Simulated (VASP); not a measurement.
# GaN (R3m) in VASP: single point with HSE06

Aim: the single point of GaN with HSE06.

Everything below comes from runs of VASP 6.6.1. Logs are shortened: lines on timing, memory, paths and dates and some standing lists are left out, and cuts for length are marked.

**1. The cell of the first run**

It takes space group R3m (No. 160, trigonal). Conventional cell: a = 3.180 Å, b = 3.180 Å, c = 7.907 Å, α = 90.00°, β = 90.00°, γ = 120.00°. Ga (site symmetry 3m) has 4 N at 1.95 to 1.97 Å within 2.6 Å. N (site symmetry 3m) has 4 Ga at 1.95 to 1.97 Å within 2.6 Å.

**2. Single point, HSE06 (strain along [111] +1.5%)**

POSCAR reads:

```
GaN
1.0
    0.0224895254      2.2714420669      2.2714420669
    2.2714420669      0.0224895254      2.2714420669
    2.2714420669      2.2714420669      0.0224895254
Ga N
1 1
Direct
    0.0006617308      0.0006617308      0.0006617308
    0.2493382692      0.2493382692      0.2493382692
```

INCAR.step1 reads:

```
SYSTEM = GaN
PREC = Accurate
ENCUT = 520
EDIFF = 1E-5
ISMEAR = 0
SIGMA = 0.01
LREAL = .False.
LASPH = .True.
NELM = 80
ALGO = Normal
ISIF = 2
LWAVE = .True.
LCHARG = .False.
GGA = PE
NBANDS = 16
```

INCAR.step2 reads:

```
SYSTEM = GaN
PREC = Accurate
ENCUT = 520
EDIFF = 1E-7
ISMEAR = 0
SIGMA = 0.01
LREAL = .False.
LASPH = .True.
NELM = 80
ALGO = Normal
ISIF = 2
LWAVE = .False.
LCHARG = .False.
GGA = PE
LHFCALC = .True.
HFSCREEN = 0.2079
PRECFOCK = Normal
ISTART = 1
NBANDS = 16
```

KPOINTS reads:

```
regular mesh
0
Gamma
  6 6 6
  0 0 0
```

Potentials or basis: VASP PAW PBE potentials, release 64 (Ga_d, N).

Run with:

```
$ cat potpaw_PBE.64/Ga_d/POTCAR potpaw_PBE.64/N/POTCAR > POTCAR
$ cp INCAR.step1 INCAR
$ mpirun -np 1 vasp_std > vasp.out
$ cp INCAR.step2 INCAR
$ mpirun -np 1 vasp_std > vasp.out
```

OUTCAR:

```text
SYSTEM = GaN
   PREC = Accurate
   ENCUT = 520
   EDIFF = 1E-7
   ISMEAR = 0
   LREAL = .False.
   LASPH = .True.
   NELM = 80
   ISIF = 2
   GGA = PE
   LHFCALC = .True.
   HFSCREEN = 0.2079
   PRECFOCK = Normal
   ISTART = 1

 ion  position               nearest neighbor table
   1  0.001  0.001  0.001-   2 1.95   2 1.95   2 1.95   2 1.97
   2  0.249  0.249  0.249-   1 1.95   1 1.95   1 1.95   1 1.97

  LATTYP: Found a trigonal (rhomboedric) cell.
 ALAT       =     3.2123829014
 COS(alpha) =     0.5098759986

  Lattice vectors:

 A1 = (   0.0224895254,   2.2714420669,   2.2714420669)
 A2 = (   2.2714420669,   0.0224895254,   2.2714420669)
 A3 = (   2.2714420669,   2.2714420669,   0.0224895254)

Analysis of symmetry for initial positions (statically):
=====================================================================
 Subroutine PRICEL returns:
 Original cell was already a primitive cell.

 Routine SETGRP: Setting up the symmetry group for a
 trigonal (rhombohedral) supercell.

 Subroutine GETGRP returns: Found  6 space group operations
 (whereof  6 operations were pure point group operations)
 out of a pool of 12 trial point group operations.

The static configuration has the point symmetry C_3v.

Analysis of symmetry for dynamics (positions and initial velocities):
=====================================================================
 Subroutine PRICEL returns:
 Original cell was already a primitive cell.

 Routine SETGRP: Setting up the symmetry group for a
 trigonal (rhombohedral) supercell.

 Subroutine GETGRP returns: Found  6 space group operations
 (whereof  6 operations were pure point group operations)
 out of a pool of 12 trial point group operations.

The dynamic configuration has the point symmetry C_3v.

 Subroutine INISYM returns: Found  6 space group operations
 (whereof  6 operations are pure point group operations),
 and found     1 'primitive' translations

----------------------------------------------------------------------------------------

                                     Primitive cell

  volume of cell :      23.0907

  direct lattice vectors                    reciprocal lattice vectors
     0.022489525  2.271442067  2.271442067    -0.223420924  0.221230522  0.221230522
     2.271442067  0.022489525  2.271442067     0.221230522 -0.223420924  0.221230522
     2.271442067  2.271442067  0.022489525     0.221230522  0.221230522 -0.223420924

  length of vectors
     3.212382901  3.212382901  3.212382901     0.384451294  0.384451294  0.384451294

  position of ions in fractional coordinates (direct lattice)
     0.000661731  0.000661731  0.000661731
     0.249338269  0.249338269  0.249338269

  ion indices of the primitive-cell ions
   primitive index   ion index
                 1           1
                 2           2

----------------------------------------------------------------------------------------

 KPOINTS: regular mesh

Automatic generation of k-mesh.
 Grid dimensions read from file:
 generate k-points for:    6    6    6

 Generating k-lattice:

  Cartesian coordinates                     Fractional coordinates (reciprocal lattice)
    -0.037236821  0.036871754  0.036871754     0.166666667 -0.000000000 -0.000000000
     0.036871754 -0.037236821  0.036871754    -0.000000000  0.166666667 -0.000000000
     0.036871754  0.036871754 -0.037236821    -0.000000000 -0.000000000  0.166666667

  Length of vectors
     0.064075216  0.064075216  0.064075216

  Shift w.r.t. Gamma in fractional coordinates (k-lattice)
     0.000000000  0.000000000  0.000000000

 Subroutine IBZKPT returns following result:
 ===========================================

 Found     32 irreducible k-points:

 Following reciprocal coordinates:
            Coordinates               Weight
  0.000000  0.000000  0.000000      1.000000
  0.166667 -0.000000 -0.000000      6.000000
  0.333333  0.000000  0.000000      6.000000
  0.500000 -0.000000 -0.000000      3.000000
  0.166667  0.166667 -0.000000      6.000000
  0.333333  0.166667 -0.000000     12.000000
[... 16 lines left out ...]
  0.500000  0.500000  0.166667      6.000000
 -0.333333  0.500000  0.166667     12.000000
 [... further k-points ...]
   k-points           NKPTS =     32   k-points in BZ     NKDIM =    216   number of bands    NBANDS=     16
   number of dos      NEDOS =    301   number of ions     NIONS =      2
   total plane-waves  NPLWV =  13824
   dimension x,y,z NGX =    24 NGY =   24 NGZ =   24
   dimension x,y,z NGXF=    48 NGYF=   48 NGZF=   48
   ions per type =               1   1
   NGX,Y,Z   is equivalent  to a cutoff of  12.42, 12.42, 12.42 a.u.
   NGXF,Y,Z  is equivalent  to a cutoff of  24.84, 24.84, 24.84 a.u.
 SYSTEM =  GaN
   PREC   = accura    normal or accurate (medium, high low for compatibility)
   ISTART =      1    job   : 0-new  1-cont  2-samecut
   ICHARG =      0    charge: 1-file 2-atom 10-const
   ISPIN  =      1    spin polarized calculation?
   LNONCOLLINEAR =      F non collinear calculations
   LSORBIT =      F    spin-orbit coupling
   LASPH  =      T    aspherical Exc in radial PAW
   ENCUT  =  520.0 eV  38.22 Ry    6.18 a.u.   5.97  5.97  5.97*2*pi/ulx,y,z
   NELM   =     80;   NELMIN=  2; NELMDL=  0     # of ELM steps
   EDIFF  = 0.1E-06   stopping-criterion for ELM
   LREAL  =      F    real-space projection
   EDIFFG = 0.1E-05   stopping-criterion for IOM
   NSW    =      0    number of steps for IOM
   IBRION =     -1    ionic relax: 0-MD 1-quasi-New 2-CG
   NFREE  =      0    steps in history (QN), initial steepest desc. (CG)
   ISIF   =      2    stress and relaxation
   ISYM   =      3    0-nonsym 1-usesym 2-fastsym
   POTIM  = 0.5000    time-step for ionic-motion
   TEBEG  =    0.0;   TEEND  =   0.0 temperature during run
   PSTRESS=    0.0 pullay stress
   NELECT =      18.0000    total number of electrons
   NUPDOWN=      -1.0000    fix difference up-down
   EMIN   =  10.00;   EMAX   =-10.00  energy-range for DOS
   EFERMI =   0.00;   METHOD = LEGACY
   ISMEAR =     0;   SIGMA  =   0.01  broadening in eV -4-tet -1-fermi 0-gaus
   EFERMI_NEDOS =   21; number of points for ismear=-14 and -15
   IALGO  =     38    algorithm
   IMIX   =      1    mixing-type and parameters
     AMIX     =   0.40;   BMIX     =  1.00
     AMIX_MAG =   1.60;   BMIX_MAG =  1.00
  volume/ion in A,a.u.               =      11.55        77.91
  Fermi-wavevector in a.u.,A,eV,Ry     =   1.506677  2.847206 30.886235  2.270074
  Thomas-Fermi vector in A             =   2.617363
   LORBIT       =      0    0 simple, 1 ext, 2 COOP (PROOUT), +10 PAW based schemes
   GGA     = PE    functional components
   LHFCALC =     T    Hartree Fock is set to
   PRECFOCK=normal    Normal, Fast or Accurate (Low or Medium for compatibility)
   ENCUT4O =  -1.0   cutoff for four orbital integrals eV
   NKREDX  =     1    reduce k-point grid by
   NKREDY  =     1    reduce k-point grid by
   NKREDZ  =     1    reduce k-point grid by
   AEXX    =    0.2500 exact exchange contribution
   HFSCREEN=    0.2079 screening length (either q_TF or 0.3 A-1)
   HFSCREENC=   0.2079 screening length for correlation (either q_TF or 0.3 A-1)
   ENCUTFOCK=  -1.0 apply spherical cutoff to Coloumb kernel
   IVDW    =     0    specifies the selected vdW correction
   LEPSILON=     F    determine dielectric tensor
   LRPA    =     F    only Hartree local field effects (RPA)
 non-spin polarized calculation
 Gauss-broadening in eV      SIGMA  =   0.01
  energy-cutoff  :      520.00
  volume of cell :       23.09
 maximum number of plane-waves:       632
  NGX = 18; NGY = 18; NGZ = 18

 number of electron      17.9999999 magnetization

 Free energy of the ion-electron system (eV)
  ---------------------------------------------------
  ext. energy  EPLUGINS =         0.00000000
  ---------------------------------------------------
  free energy    TOTEN  =       -14.73167940 eV

  energy without entropy =      -14.73167940  energy(sigma->0) =      -14.73167940

 E-fermi :   4.4454     XC(G=0):  -9.5262

 val. band max:        4.4004308231   @ k =   0.0000   0.0000   0.0000
 cond. band min:       7.2734537187   @ k =   0.0000   0.0000   0.0000
 fundamental gap:      2.8730228956
 Fermi energy:         4.4453617771

 k-point     1 :       0.0000    0.0000    0.0000
  band No.  band energies     occupation
      1     -12.9933      2.00000
      2     -11.2068      2.00000
      3     -11.2041      2.00000
      4     -11.2041      2.00000
      5     -10.8975      2.00000
      6     -10.8975      2.00000
[... 8 lines left out ...]
     15      24.6935      0.00000
     16      24.8353      0.00000

 k-point     2 :       0.1667   -0.0000   -0.0000
  band No.  band energies     occupation
      1     -12.7551      2.00000
      2     -11.1749      2.00000
      3     -11.1717      2.00000
      4     -11.0024      2.00000
      5     -10.8996      2.00000
      6     -10.8989      2.00000
[... 8 lines left out ...]
     15      22.6718      0.00000
     16      22.8408      0.00000

 k-point     3 :       0.3333    0.0000    0.0000
  band No.  band energies     occupation
      1     -12.4759      2.00000
      2     -11.1313      2.00000
      3     -11.1270      2.00000
      4     -10.8830      2.00000
      5     -10.8798      2.00000
      6     -10.0916      2.00000
[... 8 lines left out ...]
     15      23.4400      0.00000
     16      23.8463      0.00000

 k-point     4 :       0.5000   -0.0000   -0.0000
  band No.  band energies     occupation
      1     -12.4243      2.00000
      2     -11.1220      2.00000
      3     -11.1173      2.00000
      4     -10.8610      2.00000
      5     -10.8566      2.00000
      6      -9.2150      2.00000
[... 8 lines left out ...]
     15      25.6549      0.00000
     16      26.1271      0.00000
[... 324 lines left out ...]
 k-point    22 :      -0.1667    0.3333    0.1667
  band No.  band energies     occupation
      1     -12.3692      2.00000
      2     -11.0769      2.00000
      3     -11.0483      2.00000
      4     -10.9574      2.00000
      5     -10.8645      2.00000
      6      -9.3098      2.00000
[... 8 lines left out ...]
     15      25.9679      0.00000
     16      28.6351      0.00000

 k-point    23 :       0.5000    0.5000    0.1667
  band No.  band energies     occupation
      1     -12.3464      2.00000
      2     -11.0737      2.00000
      3     -10.9738      2.00000
      4     -10.9713      2.00000
      5     -10.8452      2.00000
      6      -8.8906      2.00000
[... 8 lines left out ...]
     15      28.6518      0.00000
     16      28.7230      0.00000

 k-point    24 :      -0.3333    0.5000    0.1667
  band No.  band energies     occupation
      1     -12.3348      2.00000
      2     -11.0614      2.00000
      3     -11.0204      2.00000
      4     -10.9184      2.00000
      5     -10.8630      2.00000
      6      -8.4926      2.00000
[... 8 lines left out ...]
     15      26.7005      0.00000
     16      29.2964      0.00000

 [... further k-points ...]

------------------------ aborting loop because EDIFF is reached ----------------------------------------

  FORCE on cell =-STRESS in cart. coord.  units (eV):
  Direction    XX          YY          ZZ          XY          YZ          ZX
  --------------------------------------------------------------------------------------
  -------------------------------------------------------------------------------------
  Total       -0.4248045     -0.4248045     -0.4248045     -0.2327080     -0.2327080     -0.2327080
  in kB      -29.4756114    -29.4756114    -29.4756114    -16.1467480    -16.1467480    -16.1467480
  external PRESSURE =     -29.4756114 kB  Pullay stress =       0.0000000 kB

 VOLUME and BASIS-vectors are now :
 -----------------------------------------------------------------------------
  energy-cutoff  :      520.00
  volume of cell :       23.09
      direct lattice vectors                 reciprocal lattice vectors
     0.022489525  2.271442067  2.271442067    -0.223420924  0.221230522  0.221230522
     2.271442067  0.022489525  2.271442067     0.221230522 -0.223420924  0.221230522
     2.271442067  2.271442067  0.022489525     0.221230522  0.221230522 -0.223420924

 POSITION                                       TOTAL-FORCE (eV/Angst)
 -----------------------------------------------------------------------------------
      0.00302      0.00302      0.00302        -0.002497     -0.002497     -0.002497
      1.13832      1.13832      1.13832         0.002497      0.002497      0.002497
 -----------------------------------------------------------------------------------
    total drift:                                0.000141      0.000141      0.000137

  FREE ENERGIE OF THE ION-ELECTRON SYSTEM (eV)
  ---------------------------------------------------
  free  energy   TOTEN  =       -14.7316793992 eV

  energy  without entropy=      -14.7316793992  energy(sigma->0) =      -14.73167940
```

It took 1.7 h on 1 thread of AMD EPYC 7R13, shared host; peak memory 0.23 GiB.

Results:

- Free energy: -14.7317 eV
- Pressure: -2.9 GPa
- Largest force: 0.004 eV/Å
- Band gap on the k mesh: 2.87 eV

Forces in eV/Å, atoms in the order of the input:
```
Ga  -0.002 -0.002 -0.002
N    0.002  0.002  0.002
```

Stress tensor (GPa, compression positive):
```
-2.95 -1.61 -1.61
-1.61 -2.95 -1.61
-1.61 -1.61 -2.95
```

Caveat: the cell differs from its parent crystal (strain along [111] +1.5%); the structure was generated, so it needn't be the stable form of GaN; the PAW data sets were made with another functional, which shifts forces and pressure a little.
